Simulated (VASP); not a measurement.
The system is TePb.

```
Te Pb
1.0
     0.00000    3.26786    3.26786
     3.26786    0.00000    3.26786
     3.26786    3.26786    0.00000
Te Pb
1 1
Direct
  0.50000 0.50000 0.50000
  0.00000 0.00000 0.00000
```

Base run:

* Program: VASP 6.6.1
* Functional: PBEsol
* Potentials or basis: VASP PAW PBE potentials, release 64 (Te, Pb_d)
* Cutoff: 520 eV
* k mesh: 6 × 6 × 6
* Occupations: gaussian, width 0.01 eV
* Spin: no spin polarisation

Its results: band gap on the k mesh 0.74 eV, direct; pressure -1.8 GPa.

The run is repeated on the same cell with these changes: functional from PBEsol to r2SCAN. What comes out?

Band gap on the k mesh 1.09 eV, direct; pressure 0.0 GPa.

r2SCAN gives the wider gap, since meta-GGAs in the generalised Kohn-Sham scheme recover part of the derivative discontinuity.

Caveats: the PAW data sets were made with another functional, which shifts forces and pressure a little; spin-orbit coupling is left out, which moves the levels of the heavy elements.

A k mesh can miss the band edges.
